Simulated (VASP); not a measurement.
# CdSn2O3 (P3m1) in VASP: single point with PBE

Aim: the single point of CdSn2O3 with PBE.

Everything below comes from runs of VASP 6.6.1. Logs are shortened: lines on timing, memory, paths and dates and some standing lists are left out, and cuts for length are marked.

### 1 The cell of the first run

Symmetry: P3m1, No. 156, trigonal system. Conventional cell: a = 5.827 Å, b = 5.827 Å, c = 7.604 Å, α = 90.00°, β = 90.00°, γ = 120.00°. Within 4.1 Å of Cd (site symmetry 3m) lie 12 O at 3.01 to 3.44 Å and 1 Cd at 3.17 Å and 9 Sn at 3.38 to 4.06 Å. Within 4.2 Å of Cd (site symmetry 3m) lie 1 Cd at 3.17 Å and 6 O at 3.21 Å and 9 Sn at 3.37 to 4.09 Å. Within 2.9 Å of Sn (site symmetry 3m) lie 3 O at 2.17 Å. Within 2.7 Å of Sn (site symmetry 3m) lie 6 O at 2.07 to 2.22 Å. Sn (site symmetry 3m) has 3 O at 2.18 Å within 2.9 Å. Sn (site symmetry 3m) has 6 O at 2.08 to 2.20 Å within 2.8 Å. Within 2.8 Å of O (site symmetry m) lie 3 Sn at 2.08 to 2.22 Å and 3 O at 2.59 to 2.68 Å. O (site symmetry m) has 3 Sn at 2.07 to 2.20 Å and 3 O at 2.59 to 2.68 Å within 2.7 Å.

### 2 Single point, PBE

The input, INCAR:

```
SYSTEM = CdSn2O3
ALGO     = Normal         ! electronic algorithm
EDIFF    = 1E-6           ! SCF threshold, eV
ENCUT    = 520            ! plane-wave cutoff, eV
GGA      = PE             ! functional
ISIF     = 2              ! what is computed and relaxed
ISMEAR   = 0              ! smearing method
LASPH    = .TRUE.         ! aspherical terms in the spheres
LCHARG   = .FALSE.        ! write CHGCAR
LREAL    = .FALSE.        ! projectors in reciprocal space
LWAVE    = .FALSE.        ! write WAVECAR
NBANDS   = 70             ! bands
NELM     = 100            ! most SCF steps
PREC     = Accurate       ! precision mode
SIGMA    = 0.02           ! smearing width, eV
```

The input, KPOINTS:

```
k-points
0
G
  6 6 4
  0 0 0
```

The input, POSCAR:

```
CdSn2O3
1.0
    5.8271819617      0.0000000000      0.0000000000
   -2.9135909808      5.0464876113      0.0000000000
    0.0000000000      0.0000000000      7.6044841096
Cd Sn O
2 4 6
Direct
    0.0000000000      0.0000000000      0.8446934360
    0.0000000000      0.0000000000      0.4279109570
    0.3333333333      0.6666666667      0.1425952165
    0.3333333333      0.6666666667      0.7341617992
    0.6666666667      0.3333333333      0.4014739459
    0.6666666667      0.3333333333      0.8092840393
    0.0267123119      0.5133561559      0.9428633649
    0.9728924193      0.4864462096      0.6039548390
    0.4866438441      0.5133561559      0.9428633649
    0.5135537904      0.4864462096      0.6039548390
    0.4866438441      0.9732876881      0.9428633649
    0.5135537904      0.0271075807      0.6039548390
```

Potentials or basis: VASP PAW PBE potentials, release 64 (Cd, Sn_d, O).

Launch:

```
$ cat potpaw_PBE.64/Cd/POTCAR potpaw_PBE.64/Sn_d/POTCAR potpaw_PBE.64/O/POTCAR > POTCAR
$ mpirun -np 1 vasp_std > vasp.out
```

OUTCAR:

```text
SYSTEM = CdSn2O3
   EDIFF = 1E-6
   ENCUT = 520
   GGA = PE
   ISIF = 2
   ISMEAR = 0
   LASPH = .TRUE.
   LREAL = .FALSE.
   NELM = 100
   PREC = Accurate

 ion  position               nearest neighbor table
   1  0.000  0.000  0.845-   2 3.17   6 3.38   6 3.38   6 3.38   4 3.47   4 3.47   4 3.47
   2  0.000  0.000  0.428-   1 3.17   5 3.37   5 3.37   5 3.37
   3  0.333  0.667  0.143-  11 2.17   7 2.17   9 2.17   4 3.11
   4  0.333  0.667  0.734-  12 2.07   8 2.07  10 2.07  11 2.22   7 2.22   9 2.22   3 3.11   6 3.41
                             6 3.41   6 3.41   1 3.47   1 3.47   1 3.47
   5  0.667  0.333  0.401-  10 2.18  12 2.18   8 2.18   6 3.10   2 3.37   2 3.37   2 3.37
   6  0.667  0.333  0.809-   9 2.08  11 2.08   7 2.08  10 2.20  12 2.20   8 2.20   5 3.10   1 3.38
                             1 3.38   1 3.38   4 3.41   4 3.41   4 3.41
   7  0.027  0.513  0.943-   6 2.08   3 2.17   4 2.22
   8  0.973  0.486  0.604-   4 2.07   5 2.18   6 2.20
   9  0.487  0.513  0.943-   6 2.08   3 2.17   4 2.22
  10  0.514  0.486  0.604-   4 2.07   5 2.18   6 2.20
  11  0.487  0.973  0.943-   6 2.08   3 2.17   4 2.22
  12  0.514  0.027  0.604-   4 2.07   5 2.18   6 2.20

  LATTYP: Found a hexagonal cell.
 ALAT       =     5.8271819617
 C/A-ratio  =     1.3050019992

  Lattice vectors:

 A1 = (   5.8271819617,   0.0000000000,   0.0000000000)
 A2 = (  -2.9135909808,   5.0464876113,   0.0000000000)
 A3 = (   0.0000000000,   0.0000000000,   7.6044841096)

Analysis of symmetry for initial positions (statically):
=====================================================================
 Subroutine PRICEL returns:
 Original cell was already a primitive cell.

 Routine SETGRP: Setting up the symmetry group for a
 hexagonal supercell.

 Subroutine GETGRP returns: Found  6 space group operations
 (whereof  6 operations were pure point group operations)
 out of a pool of 24 trial point group operations.

The static configuration has the point symmetry C_3v.

Analysis of symmetry for dynamics (positions and initial velocities):
=====================================================================
 Subroutine PRICEL returns:
 Original cell was already a primitive cell.

 Routine SETGRP: Setting up the symmetry group for a
 hexagonal supercell.

 Subroutine GETGRP returns: Found  6 space group operations
 (whereof  6 operations were pure point group operations)
 out of a pool of 24 trial point group operations.

The dynamic configuration has the point symmetry C_3v.

[... 128 lines left out ...]
   NELECT =     116.0000    total number of electrons
   NUPDOWN=      -1.0000    fix difference up-down
   EMIN   =  10.00;   EMAX   =-10.00  energy-range for DOS
   EFERMI =   0.00;   METHOD = LEGACY
   ISMEAR =     0;   SIGMA  =   0.02  broadening in eV -4-tet -1-fermi 0-gaus
   EFERMI_NEDOS =   21; number of points for ismear=-14 and -15
   IALGO  =     38    algorithm
   IMIX   =      4    mixing-type and parameters
     AMIX     =   0.40;   BMIX     =  1.00
     AMIX_MAG =   1.60;   BMIX_MAG =  1.00
  volume/ion in A,a.u.               =      18.64       125.76
  Fermi-wavevector in a.u.,A,eV,Ry     =   1.315391  2.485729 23.541540  1.730254
  Thomas-Fermi vector in A             =   2.445577
   LORBIT       =      0    0 simple, 1 ext, 2 COOP (PROOUT), +10 PAW based schemes
   GGA     = PE    functional components
   LHFCALC =     F    Hartree Fock is set to
   AEXX    =    0.0000 exact exchange contribution
   IVDW    =     0    specifies the selected vdW correction
   LEPSILON=     F    determine dielectric tensor
   LRPA    =     F    only Hartree local field effects (RPA)
 non-spin polarized calculation
 Gauss-broadening in eV      SIGMA  =   0.02
  energy-cutoff  :      520.00
  volume of cell :      223.62
 maximum number of plane-waves:      6044
 NGX is ok and might be reduce to    48
   NGX = 21   NGY = 21   NGZ = 29

 number of electron     116.0000001 magnetization

 Free energy of the ion-electron system (eV)
  ---------------------------------------------------
  ext. energy  EPLUGINS =         0.00000000
  ---------------------------------------------------
  free energy    TOTEN  =       -57.87260122 eV

  energy without entropy =      -57.87260122  energy(sigma->0) =      -57.87260122

 E-fermi :   4.6383     XC(G=0):  -9.7737

 val. band max:        4.5563047801   @ k =   0.3333   0.3333   0.0000
 cond. band min:       5.2502286927   @ k =   0.0000   0.0000   0.5000
 fundamental gap:      0.6939239125
 Fermi energy:         4.6383473120

 k-point     1 :       0.0000    0.0000    0.0000
  band No.  band energies     occupation
      1     -18.0039      2.00000
      2     -18.0039      2.00000
      3     -17.8731      2.00000
      4     -17.8731      2.00000
      5     -17.6532      2.00000
      6     -17.6170      2.00000
[... 1741 lines left out ...]
     69      10.0194      0.00000
     70      10.1806      0.00000

------------------------ aborting loop because EDIFF is reached ----------------------------------------

  FORCE on cell =-STRESS in cart. coord.  units (eV):
  Direction    XX          YY          ZZ          XY          YZ          ZX
  --------------------------------------------------------------------------------------
  -------------------------------------------------------------------------------------
  Total        0.2945235      0.2945235      0.4211465      0.0000000      0.0000000      0.0000000
  in kB        2.1101481      2.1101481      3.0173538      0.0000000      0.0000000      0.0000000
  external PRESSURE =       2.4125500 kB  Pullay stress =       0.0000000 kB

 VOLUME and BASIS-vectors are now :
 -----------------------------------------------------------------------------
  energy-cutoff  :      520.00
  volume of cell :      223.62
      direct lattice vectors                 reciprocal lattice vectors
     5.827181962  0.000000000  0.000000000     0.171609537  0.099078813  0.000000000
    -2.913590981  5.046487611  0.000000000     0.000000000  0.198157625  0.000000000
     0.000000000  0.000000000  7.604484110     0.000000000  0.000000000  0.131501360

 POSITION                                       TOTAL-FORCE (eV/Angst)
 -----------------------------------------------------------------------------------
      0.00000      0.00000      6.42346         0.000000     -0.000000      0.003195
      0.00000      0.00000      3.25404         0.000000     -0.000000     -0.011487
     -0.00000      3.36433      1.08436         0.000000     -0.000000      0.072358
     -0.00000      3.36433      5.58292         0.000000     -0.000000     -0.004435
      2.91359      1.68216      3.05300         0.000000     -0.000000     -0.065051
      2.91359      1.68216      6.15419         0.000000     -0.000000      0.006110
     -1.34005      2.59065      7.16999         0.004355      0.002514      0.022382
      4.25192      2.45484      4.59276        -0.004316     -0.002492     -0.022612
      1.34005      2.59065      7.16999        -0.004355      0.002514      0.022382
      1.57527      2.45484      4.59276         0.004316     -0.002492     -0.022612
      0.00000      4.91168      7.16999        -0.000000     -0.005028      0.022382
      2.91359      0.13680      4.59276         0.000000      0.004984     -0.022612
 -----------------------------------------------------------------------------------
    total drift:                               -0.000002      0.000002     -0.002143

  FREE ENERGIE OF THE ION-ELECTRON SYSTEM (eV)
  ---------------------------------------------------
  free  energy   TOTEN  =       -57.8726012162 eV

  energy  without entropy=      -57.8726012162  energy(sigma->0) =      -57.87260122
```

OSZICAR:

```text
N       E                     dE             d eps       ncg     rms          rms(c)
DAV:   1     0.166094122224E+04    0.16609E+04   -0.54624E+04  3796   0.230E+03
DAV:   2     0.280293103235E+03   -0.13806E+04   -0.13218E+04  3560   0.727E+02
DAV:   3    -0.369258766920E+02   -0.31722E+03   -0.30559E+03  3690   0.260E+02
DAV:   4    -0.688472096180E+02   -0.31921E+02   -0.31367E+02  3952   0.875E+01
DAV:   5    -0.700639754014E+02   -0.12168E+01   -0.12123E+01  3740   0.180E+01    0.204E+01
DAV:   6    -0.574337323067E+02    0.12630E+02   -0.53310E+01  5766   0.707E+01    0.759E+00
DAV:   7    -0.580609439186E+02   -0.62721E+00   -0.97466E+00  3612   0.128E+01    0.528E+00
DAV:   8    -0.579476082828E+02    0.11334E+00   -0.17278E+00  5130   0.626E+00    0.186E+00
DAV:   9    -0.578670035840E+02    0.80605E-01   -0.24886E-01  5192   0.441E+00    0.368E-01
DAV:  10    -0.578717069548E+02   -0.47034E-02   -0.43754E-02  3704   0.103E+00    0.206E-01
DAV:  11    -0.578722998926E+02   -0.59294E-03   -0.14514E-03  4992   0.247E-01    0.106E-01
DAV:  12    -0.578725923766E+02   -0.29248E-03   -0.29821E-04  3992   0.864E-02    0.195E-02
DAV:  13    -0.578726003955E+02   -0.80189E-05   -0.77408E-05  4888   0.677E-02    0.126E-02
DAV:  14    -0.578726012162E+02   -0.82072E-06   -0.82951E-06  3610   0.167E-02
   1 F= -.57872601E+02 E0= -.57872601E+02  d E =-.771005E-11
```

stdout:

```text
POSCAR found type information on POSCAR CdSnO
 POSCAR found :  3 types and      12 ions
 scaLAPACK will be used
 LDA part: xc-table for (Slater+PW92), standard interpolation
 POSCAR, INCAR and KPOINTS ok, starting setup
 FFT: planning ... GRIDC
 FFT: planning ... GRID_SOFT
 FFT: planning ... GRID
 WAVECAR not read
 entering main loop
```

Wall time 6 min (1 thread of Intel Xeon Platinum 8488C (Sapphire Rapids), shared host); peak memory 0.55 GiB.

Results:

```
Free energy            : -57.8726 eV
Pressure               : 0.2 GPa
Largest force          : 0.072 eV/Å
Band gap on the k mesh : 0.69 eV (least direct gap 0.82 eV)
```

Forces in eV/Å, atoms in the order of the input:
```
Cd   0.000  0.000  0.003
Cd   0.000  0.000 -0.011
Sn   0.000  0.000  0.072
Sn   0.000  0.000 -0.004
Sn   0.000  0.000 -0.065
Sn   0.000  0.000  0.006
O    0.004  0.003  0.022
O   -0.004 -0.002 -0.023
O   -0.004  0.003  0.022
O    0.004 -0.002 -0.023
O    0.000 -0.005  0.022
O    0.000  0.005 -0.023
```

Levels at points of the mesh, in eV from the valence-band top:
| k point | band 56 | band 57 | band 58 | band 59 | band 60 | band 61 |
| --- | --- | --- | --- | --- | --- | --- |
| (0.00, 0.00, 0.00) | -1.91 | -1.81 | -0.37 | 0.94 | 1.49 | 1.49 |
| (0.50, 0.00, 0.00) | -2.31 | -1.19 | -0.11 | 0.71 | 1.37 | 1.72 |
| (0.00, 0.00, 0.50) | -2.05 | -1.83 | -0.40 | 0.69 | 1.29 | 1.85 |
| (0.50, 0.00, 0.50) | -2.15 | -1.27 | -0.27 | 0.93 | 1.09 | 2.13 |

Caveat: spin-orbit coupling is left out, which moves the levels of the heavy elements. A k mesh can miss the band edges.
